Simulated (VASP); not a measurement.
Set up this calculation in VASP 6.6.1, as the native input.

| Property | Result |
| --- | --- |
| Task | single point |
| Functional | LDA |
| Potentials or basis | VASP PAW LDA potentials, release 64 (Pb_d, Se) |
| Cutoff | 500 eV |
| k mesh | 2 × 2 × 2 |
| Occupations | fermi-dirac, width 0.02 eV |
| Spin | no spin polarisation |
| Dipole correction | no |
| Further INCAR settings | ALGO = Normal; EDIFF = 1e-06; NBANDS = 17 |

The structure of PbSe lies in POSCAR:

```
PbSe
1.0
    0.0000000000      3.0606500000      3.0606500000
    3.0606500000      0.0000000000      3.0606500000
    3.0606500000      3.0606500000      0.0000000000
Pb Se
1 1
Direct
    0.0000000000      0.0000000000      0.0000000000
    0.5000000000      0.5000000000      0.5000000000
```

These files were run (other wordings do the same):

INCAR

```
SYSTEM = PbSe
PREC = Accurate
ENCUT = 500
EDIFF = 1E-6
ISMEAR = -1
SIGMA = 0.02
LREAL = .False.
LASPH = .True.
NELM = 120
ALGO = Normal
ISIF = 2
LWAVE = .False.
LCHARG = .False.
NBANDS = 17
GGA_COMPAT = .False.
```

KPOINTS

```
regular mesh
0
Gamma
  2 2 2
  0 0 0
```

Potentials or basis: VASP PAW LDA potentials, release 64 (Pb_d, Se).

Launch:

```sh
$ cat potpaw_LDA.64/Pb_d/POTCAR potpaw_LDA.64/Se/POTCAR > POTCAR
$ mpirun -np 1 vasp_std > vasp.out
```

It gave:

- Pressure: 2.7 GPa
- Band gap on the k mesh: 0.01 eV

Caveat: the k points lie up to 0.89 Å⁻¹ apart; spin-orbit coupling is left out, which moves the levels of the heavy elements.

It took 3.8 s on 1 thread of AMD EPYC 7R13 Processor (Zen 3), on a shared host, peak memory 0.11 GiB.
